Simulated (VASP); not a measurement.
# N in VASP: notebook

N is run at these levels: PBE; tasks: single point.

Program: VASP 6.6.1. These are calculated values, not measurements. Logs are shortened: lines on timing, memory, paths and dates and some standing lists are left out, and cuts for length are marked.

## 1. The cell of the first run

The cell holds a disordered packing, 16 atoms: a = 7.475 Å, b = 7.475 Å, c = 7.475 Å, α = 90.00°, β = 90.00°, γ = 90.00°.

## 2. Single point, PBE

File INCAR:

```
SYSTEM = N
ALGO = Normal ; EDIFF = 1E-6
ENCUT = 520 ; GGA = PE
ISIF = 2 ; ISMEAR = -1
LASPH = .TRUE. ; LCHARG = .FALSE.
LREAL = Auto ; LWAVE = .FALSE.
NBANDS = 54 ; NELM = 100
PREC = Accurate ; SIGMA = 0.05
```

File KPOINTS:

```
k-points
0
G
  1 1 1
  0 0 0
```

File POSCAR:

```
N
1.0
    7.4745810000      0.0000000000      0.0000000000
    0.0000000000      7.4745810000      0.0000000000
    0.0000000000      0.0000000000      7.4745810000
N
16
Direct
    0.1683706418      0.3999287719      0.9731916746
    0.2265678839      0.3481265371      1.0978809381
    0.4490820288      0.3544412724      0.3731179045
    0.4169598269      0.2446692330      0.4606679625
    0.6397950601      0.6838644200      0.7883385035
    0.7708525735      0.7519083678      0.7368841143
    0.3841954485      0.7381684672      0.0907341830
    0.4981282563      0.7832010918      0.1678488734
    0.1608652044      0.7431051988      0.6421630858
    0.2906249862      0.6914233721      0.5849692444
   -0.1046881424      0.9562275130      0.2443615234
   -0.0741312456      0.9505148182      0.3902158529
    0.6625655672      0.2569241005      0.9641209320
    0.7762976948      0.2957356406      0.8858021607
    0.8393246391      0.3718335516      0.2927521957
    0.8851198482      0.5068511533      0.3364201953
```

Potentials or basis: VASP PAW PBE potentials, release 64 (N).

Command:

```
$ cat potpaw_PBE.64/N/POTCAR > POTCAR
$ mpirun -np 1 vasp_gam > vasp.out
```

OUTCAR:

```text
SYSTEM = N
   EDIFF = 1E-6
   ENCUT = 520
   GGA = PE
   ISIF = 2
   ISMEAR = -1
   LASPH = .TRUE.
   LREAL = Auto
   NELM = 100
   PREC = Accurate

 ion  position               nearest neighbor table
   1  0.168  0.400  0.973-   2 1.10
   2  0.227  0.348  0.098-   1 1.10
   3  0.449  0.354  0.373-   4 1.08
   4  0.417  0.245  0.461-   3 1.08
   5  0.640  0.684  0.788-   6 1.17
   6  0.771  0.752  0.737-   5 1.17
[... 8 lines left out ...]
  15  0.839  0.372  0.293-  16 1.11
  16  0.885  0.507  0.336-  15 1.11

  LATTYP: Found a simple cubic cell.
 ALAT       =     7.4745810000

  Lattice vectors:

 A1 = (   7.4745810000,   0.0000000000,   0.0000000000)
 A2 = (   0.0000000000,   7.4745810000,   0.0000000000)
 A3 = (   0.0000000000,   0.0000000000,   7.4745810000)

Analysis of symmetry for initial positions (statically):
=====================================================================
 Subroutine PRICEL returns:
 Original cell was already a primitive cell.

 Routine SETGRP: Setting up the symmetry group for a
 simple cubic supercell.

 Subroutine GETGRP returns: Found  1 space group operations
 (whereof  1 operations were pure point group operations)
 out of a pool of 48 trial point group operations.

The static configuration has the point symmetry C_1 .

Analysis of symmetry for dynamics (positions and initial velocities):
=====================================================================
 Subroutine PRICEL returns:
 Original cell was already a primitive cell.

 Routine SETGRP: Setting up the symmetry group for a
 simple cubic supercell.

 Subroutine GETGRP returns: Found  1 space group operations
 (whereof  1 operations were pure point group operations)
 out of a pool of 48 trial point group operations.

The dynamic configuration has the point symmetry C_1 .

 Subroutine INISYM returns: Found  1 space group operations
 (whereof  1 operations are pure point group operations),
 and found     1 'primitive' translations

----------------------------------------------------------------------------------------

                                     Primitive cell

  volume of cell :     417.6001

  direct lattice vectors                    reciprocal lattice vectors
     7.474581000  0.000000000  0.000000000     0.133786763  0.000000000  0.000000000
     0.000000000  7.474581000  0.000000000     0.000000000  0.133786763  0.000000000
[... 94 lines left out ...]
   NFREE  =      0    steps in history (QN), initial steepest desc. (CG)
   ISIF   =      2    stress and relaxation
   ISYM   =      2    0-nonsym 1-usesym 2-fastsym
   POTIM  = 0.5000    time-step for ionic-motion
   TEBEG  =    0.0;   TEEND  =   0.0 temperature during run
   PSTRESS=    0.0 pullay stress
   NELECT =      80.0000    total number of electrons
   NUPDOWN=      -1.0000    fix difference up-down
   EMIN   =  10.00;   EMAX   =-10.00  energy-range for DOS
   EFERMI =   0.00;   METHOD = LEGACY
   ISMEAR =    -1;   SIGMA  =   0.05  broadening in eV -4-tet -1-fermi 0-gaus
   EFERMI_NEDOS =   21; number of points for ismear=-14 and -15
   IALGO  =     38    algorithm
   IMIX   =      4    mixing-type and parameters
     AMIX     =   0.40;   BMIX     =  1.00
     AMIX_MAG =   1.60;   BMIX_MAG =  1.00
  volume/ion in A,a.u.               =      26.10       176.13
  Fermi-wavevector in a.u.,A,eV,Ry     =   0.943738  1.783406 12.117905  0.890641
  Thomas-Fermi vector in A             =   2.071474
   LORBIT       =      0    0 simple, 1 ext, 2 COOP (PROOUT), +10 PAW based schemes
   GGA     = PE    functional components
   LHFCALC =     F    Hartree Fock is set to
   AEXX    =    0.0000 exact exchange contribution
   IVDW    =     0    specifies the selected vdW correction
   LEPSILON=     F    determine dielectric tensor
   LRPA    =     F    only Hartree local field effects (RPA)
 non-spin polarized calculation
  energy-cutoff  :      520.00
  volume of cell :      417.60
 maximum number of plane-waves:      5562
 NGX is ok and might be reduce to    54
   NGX = 27   NGY = 27   NGZ = 27

 number of electron      79.9999999 magnetization

 Free energy of the ion-electron system (eV)
  ---------------------------------------------------
  ext. energy  EPLUGINS =         0.00000000
  ---------------------------------------------------
  free energy    TOTEN  =      -132.30543713 eV

  energy without entropy =     -132.30543713  energy(sigma->0) =     -132.30543713

 E-fermi :  -5.3630     XC(G=0):  -5.8457

 val. band max:       -6.6160105011   @ k =   0.0000   0.0000   0.0000
 cond. band min:       0.1839362827   @ k =   0.0000   0.0000   0.0000
 fundamental gap:      6.7999467838
 Fermi energy:        -5.3630154061

 k-point     1 :       0.0000    0.0000    0.0000
  band No.  band energies     occupation
      1     -25.8639      2.00000
      2     -25.6820      2.00000
      3     -25.6722      2.00000
      4     -25.3970      2.00000
      5     -25.2999      2.00000
      6     -25.0231      2.00000
[... 44 lines left out ...]
     51       1.2469      0.00000
     52       1.3258      0.00000
 [bands above 52 left out]

------------------------ aborting loop because EDIFF is reached ----------------------------------------

  FORCE on cell =-STRESS in cart. coord.  units (eV):
  Direction    XX          YY          ZZ          XY          YZ          ZX
  --------------------------------------------------------------------------------------
  -------------------------------------------------------------------------------------
  Total        3.9446635      4.5024698      8.6842737      1.6987839     -3.2597990      2.2810256
  in kB       15.1342180     17.2743148     33.3183533      6.5176068    -12.5066456      8.7514534
  external PRESSURE =      21.9089620 kB  Pullay stress =       0.0000000 kB

 VOLUME and BASIS-vectors are now :
 -----------------------------------------------------------------------------
  energy-cutoff  :      520.00
  volume of cell :      417.60
      direct lattice vectors                 reciprocal lattice vectors
     7.474581000  0.000000000  0.000000000     0.133786763  0.000000000  0.000000000
     0.000000000  7.474581000  0.000000000     0.000000000  0.133786763  0.000000000
     0.000000000  0.000000000  7.474581000     0.000000000  0.000000000  0.133786763

 POSITION                                       TOTAL-FORCE (eV/Angst)
 -----------------------------------------------------------------------------------
      1.25850      2.98930      7.27420        -0.806983      0.790243     -1.978524
      1.69350      2.60210      0.73162         0.597267     -0.920036      1.550398
      3.35670      2.64930      2.78890         1.587657      4.793881     -3.525177
      3.11660      1.82880      3.44330        -1.401728     -4.873315      3.913857
      4.78220      5.11160      5.89250         5.789212      2.912267     -2.298407
      5.76180      5.62020      5.50790        -5.786675     -2.885076      2.239245
[... 8 lines left out ...]
      6.27360      2.77930      2.18820         0.174880      0.322431      0.264015
      6.61590      3.78850      2.51460        -0.084363     -0.193205     -0.050009
 -----------------------------------------------------------------------------------
    total drift:                               -0.003693     -0.000211     -0.001086

  FREE ENERGIE OF THE ION-ELECTRON SYSTEM (eV)
  ---------------------------------------------------
  free  energy   TOTEN  =      -132.3054371284 eV

  energy  without entropy=     -132.3054371283  energy(sigma->0) =     -132.30543713
```

OSZICAR:

```text
N       E                     dE             d eps       ncg     rms          rms(c)
DAV:   1     0.727397835651E+03    0.72740E+03   -0.40990E+04   116   0.130E+03
DAV:   2    -0.575359244104E+02   -0.78493E+03   -0.76259E+03   152   0.316E+02
DAV:   3    -0.137442899342E+03   -0.79907E+02   -0.79203E+02   128   0.110E+02
DAV:   4    -0.139120886894E+03   -0.16780E+01   -0.16644E+01   130   0.187E+01
DAV:   5    -0.139168636395E+03   -0.47750E-01   -0.47480E-01   152   0.262E+00    0.225E+01
DAV:   6    -0.133621352727E+03    0.55473E+01   -0.80765E+00   128   0.114E+01    0.129E+01
DAV:   7    -0.132343085471E+03    0.12783E+01   -0.58241E+00   136   0.974E+00    0.350E+00
DAV:   8    -0.132308712131E+03    0.34373E-01   -0.52911E-01   128   0.317E+00    0.618E-01
DAV:   9    -0.132305526617E+03    0.31855E-02   -0.16063E-02   136   0.634E-01    0.314E-01
DAV:  10    -0.132305705062E+03   -0.17844E-03   -0.25937E-03   136   0.209E-01    0.156E-01
DAV:  11    -0.132305480697E+03    0.22437E-03   -0.90167E-04   136   0.161E-01    0.566E-02
DAV:  12    -0.132305459861E+03    0.20835E-04   -0.78174E-05   136   0.533E-02    0.200E-02
DAV:  13    -0.132305445749E+03    0.14112E-04   -0.24900E-05   136   0.255E-02    0.118E-02
DAV:  14    -0.132305437706E+03    0.80435E-05   -0.76738E-06   128   0.203E-02    0.580E-03
DAV:  15    -0.132305437128E+03    0.57731E-06   -0.37092E-06   128   0.111E-02
   1 F= -.13230544E+03 E0= -.13230544E+03  d E =-.370915E-10
```

stdout:

```text
POSCAR found type information on POSCAR N
 POSCAR found :  1 types and      16 ions
 scaLAPACK will be used
 LDA part: xc-table for (Slater+PW92), standard interpolation
 POSCAR, INCAR and KPOINTS ok, starting setup
 FFT: planning ... GRIDC
 FFT: planning ... GRID_SOFT
 FFT: planning ... GRID
 WAVECAR not read
 entering main loop
```

It took 37 s on 1 thread of Intel Xeon Platinum 8488C (Sapphire Rapids), shared host; peak memory 0.36 GiB.

Results:

```
Free energy   : -132.3054 eV
Pressure      : 2.2 GPa
Largest force : 7.225 eV/Å
```

Forces on the atoms (eV/Å):
```
N   -0.807  0.790 -1.979
N    0.597 -0.920  1.550
N    1.588  4.794 -3.525
N   -1.402 -4.873  3.914
N    5.789  2.912 -2.298
N   -5.787 -2.885  2.239
N   -4.171 -1.493 -2.710
N    4.101  1.656  2.865
N    1.992 -0.757 -0.711
N   -1.881  0.757  0.745
N    0.093 -0.051  0.214
N   -0.076  0.097 -0.316
N   -5.786 -2.027  3.824
N    5.658  1.869 -4.027
N    0.175  0.322  0.264
N   -0.084 -0.193 -0.050
```

Stress tensor (GPa, compression positive):
```
 1.51  0.65  0.88
 0.65  1.73 -1.25
 0.88 -1.25  3.33
```

Caveat: the k points lie up to 0.84 Å⁻¹ apart; the standard files for N, O and F lose accuracy on very short bonds.

## 3. Single point, PBE

File INCAR:

```
SYSTEM = N
ALGO     = Normal         ! electronic algorithm
EDIFF    = 1E-6           ! SCF threshold, eV
ENCUT    = 520            ! plane-wave cutoff, eV
GGA      = PE             ! functional
ISIF     = 2              ! what is computed and relaxed
ISMEAR   = -1             ! smearing method
LASPH    = .True.         ! aspherical terms in the spheres
LCHARG   = .False.        ! write CHGCAR
LREAL    = Auto         
LWAVE    = .False.        ! write WAVECAR
NBANDS   = 54             ! bands
NELM     = 60             ! most SCF steps
PREC     = Accurate       ! precision mode
SIGMA    = 0.05           ! smearing width, eV
```

File KPOINTS:

```
k-points
0
Gamma
  1 1 1
  0 0 0
```

File POSCAR:

```
N
1.0
    7.4745810000      0.0000000000      0.0000000000
    0.0000000000      7.4745810000      0.0000000000
    0.0000000000      0.0000000000      7.4745810000
N
16
Direct
    0.1938436415      0.4424060693      0.9307277558
    0.1601695132      0.4339775032      1.0714312949
    0.4056013307      0.4016813785      0.4457774958
    0.4135215071      0.2529372549      0.4734981131
    0.6008497332      0.7738092610      0.7779165147
    0.7489650590      0.7510655112      0.8262001576
    0.4072469079      0.7980112865      0.1468042155
    0.5510810573      0.8211028819      0.1711534065
    0.1345493480      0.7069693940      0.6619501481
    0.2837884826      0.6940322140      0.6456415416
   -0.0474541650      0.8705370910      0.2694732989
   -0.1241541165      0.9269415904      0.3804761765
    0.6002075568      0.2450170785      0.9467018954
    0.6973233684      0.1364892561      0.9263395500
    0.7723777426      0.4338972312      0.3218641955
    0.9184461310      0.4469013046      0.2927923318
```

Potentials or basis: VASP PAW PBE potentials, release 64 (N).

Command:

```
$ cat potpaw_PBE.64/N/POTCAR > POTCAR
$ mpirun -np 1 vasp_gam > vasp.out
```

OUTCAR:

```text
SYSTEM = N
   EDIFF = 1E-6
   ENCUT = 520
   GGA = PE
   ISIF = 2
   ISMEAR = -1
   LASPH = .True.
   LREAL = Auto
   NELM = 60
   PREC = Accurate

 ion  position               nearest neighbor table
   1  0.194  0.442  0.931-   2 1.08
   2  0.160  0.434  0.071-   1 1.08
   3  0.406  0.402  0.446-   4 1.13
   4  0.414  0.253  0.473-   3 1.13
   5  0.601  0.774  0.778-   6 1.18
   6  0.749  0.751  0.826-   5 1.18
[... 8 lines left out ...]
  15  0.772  0.434  0.322-  16 1.12
  16  0.918  0.447  0.293-  15 1.12

[... 256 lines left out ...]
  Total       -2.4611840      0.6547480      9.5464819      0.1909766      2.1220308     -6.0371193
  in kB       -9.4426548      2.5120265     36.6263277      0.7327065      8.1414490    -23.1621987
  external PRESSURE =       9.8985665 kB  Pullay stress =       0.0000000 kB

 VOLUME and BASIS-vectors are now :
 -----------------------------------------------------------------------------
  energy-cutoff  :      520.00
  volume of cell :      417.60
      direct lattice vectors                 reciprocal lattice vectors
     7.474581000  0.000000000  0.000000000     0.133786763  0.000000000  0.000000000
     0.000000000  7.474581000  0.000000000     0.000000000  0.133786763  0.000000000
     0.000000000  0.000000000  7.474581000     0.000000000  0.000000000  0.133786763

 POSITION                                       TOTAL-FORCE (eV/Angst)
 -----------------------------------------------------------------------------------
      1.44890      3.30680      6.95680         1.093918      0.062522     -4.905510
      1.19720      3.24380      0.53392        -0.399494     -0.400706      4.426105
      3.03170      3.00240      3.33200         0.075433     -2.829647      0.407380
      3.09090      1.89060      3.53920        -0.205902      2.610066     -0.445671
      4.49110      5.78390      5.81460         7.616382     -0.944479      2.315947
      5.59820      5.61390      6.17550        -7.101789      0.856412     -2.387787
[... 8 lines left out ...]
      5.77320      3.24320      2.40580         0.627282      0.030900     -0.246166
      6.86500      3.34040      2.18850        -1.180892      0.006418      0.906862
 -----------------------------------------------------------------------------------
    total drift:                               -0.000867      0.001347     -0.000021

  FREE ENERGIE OF THE ION-ELECTRON SYSTEM (eV)
  ---------------------------------------------------
  free  energy   TOTEN  =      -131.9829507292 eV

  energy  without entropy=     -131.9829507291  energy(sigma->0) =     -131.98295073
```

Wall time 31 s (1 thread of Intel Xeon Platinum 8488C (Sapphire Rapids), shared host); peak memory 0.35 GiB.

What came out:

| Property | Result |
| --- | --- |
| Free energy | -131.9830 eV |
| Pressure | 1.0 GPa |
| Largest force | 8.017 eV/Å |

Forces in eV/Å, atoms in the order of the input:
```
N    1.094  0.063 -4.906
N   -0.399 -0.401  4.426
N    0.075 -2.830  0.407
N   -0.206  2.610 -0.446
N    7.616 -0.944  2.316
N   -7.102  0.856 -2.388
N   -1.419 -0.190 -0.130
N    1.114  0.183  0.371
N    1.928  0.013 -0.323
N   -2.368  0.217 -0.046
N    1.777 -1.183 -2.441
N   -1.605  1.325  2.485
N   -1.476  1.672  0.289
N    1.525 -1.428 -0.276
N    0.627  0.031 -0.246
N   -1.181  0.006  0.907
```

Caveat: the k points lie up to 0.84 Å⁻¹ apart; the standard files for N, O and F lose accuracy on very short bonds.

## 4. Single point, PBE

File INCAR:

```
PREC = Accurate
ENCUT = 520
EDIFF = 1E-7
ISMEAR = -1
SIGMA = 0.05
LREAL = Auto
LASPH = T
NELM = 60
ALGO = Normal
ISIF = 2
LWAVE = F
LCHARG = F
GGA = PE
NBANDS = 54
```

File KPOINTS:

```
Automatic mesh
0
Gamma
  1 1 1
```

File POSCAR:

```
N
1.0
    7.4745810000      0.0000000000      0.0000000000
    0.0000000000      7.4745810000      0.0000000000
    0.0000000000      0.0000000000      7.4745810000
N
16
Direct
    0.2397191227      0.3100775816      0.8589912933
    0.1489581824      0.1987536158      0.8838354953
    0.3488356070      0.4064040513      0.3091276956
    0.4354759150      0.3053147728      0.3752852501
    0.6684521848      0.4974191864      0.7218598608
    0.6816970744      0.5959130017      0.8424552493
    0.4663003853      0.9101513516      0.3598328789
    0.3461732504      0.8526364220      0.2956286112
    0.2169619943      0.8118849739      0.7205487505
    0.0703049442      0.7771806875      0.7400682393
    0.0271453343      1.0944693756      0.3690909230
    0.0025687059      1.0779600890      0.2237048471
    0.7120265337      0.1792341270      0.9839615090
    0.5867084724      0.1491454839      0.9120645023
    0.9191953368      0.5455155279      0.3627494304
    0.8458266758      0.4237294371      0.3295167983
```

Command:

```
$ cat potpaw_PBE.64/N/POTCAR > POTCAR
$ mpirun -np 1 vasp_gam > vasp.out
```

Wall time 37 s (1 thread of Intel Xeon Platinum 8488C (Sapphire Rapids), shared host); peak memory 0.36 GiB.

The run converged. Its results:

```yaml
Free_energy: -132.5694 eV
Pressure: 0.7 GPa
Largest_force: 6.816 eV/Å
```

Forces on the atoms (eV/Å):
```
N    2.315  3.091 -0.676
N   -2.419 -2.912  0.511
N   -0.142  0.211 -0.127
N    0.143 -0.094  0.154
N    0.561  4.396  5.179
N   -0.604 -4.189 -5.196
N    1.093  0.351  0.522
N   -0.911 -0.549 -0.582
N   -3.068 -0.774  0.442
N    3.086  0.707 -0.407
N    0.079 -0.034  0.612
N   -0.057 -0.316 -0.397
N    1.249  0.307  0.703
N   -1.230 -0.536 -0.711
N    1.807  3.037  0.797
N   -1.900 -2.695 -0.824
```

Stress tensor (GPa, compression positive):
```
 1.23  0.96  0.47
 0.96  1.77 -1.32
 0.47 -1.32 -0.81
```

Levels at points of the mesh, in eV from the Fermi level:
| k point | band 37 | band 38 | band 39 | band 40 | band 41 | band 42 | band 43 | band 44 |
| --- | --- | --- | --- | --- | --- | --- | --- | --- |
| (0.00, 0.00, 0.00) | -1.53 | -1.44 | -1.33 | -1.24 | 5.66 | 5.70 | 6.00 | 6.05 |

Caveat: the k points lie up to 0.84 Å⁻¹ apart; the standard files for N, O and F lose accuracy on very short bonds; the atoms stand as in a frame of molecular dynamics.

## 5. The runs side by side

| cell | pressure (GPa) | largest force (eV/Å) |
| --- | --- | --- |
| as given, atomic positions A | 2.2 | 7.23 |
| as given, atomic positions B | 1.0 | 8.02 |
| as given, atomic positions C | 0.7 | 6.82 |

Alike in all rows: task single point; level PBE; potentials or basis VASP PAW PBE potentials, release 64 (N); no spin polarisation; k mesh 1 × 1 × 1; cutoff (eV) 520; smearing fermi-dirac 0.05 eV.

Caveats: all runs use coarse meshes; the standard files for N, O and F lose accuracy on very short bonds; the atoms stand as in a frame of molecular dynamics (at least some runs).

Absolute energies hang on the potentials; compare differences alone.
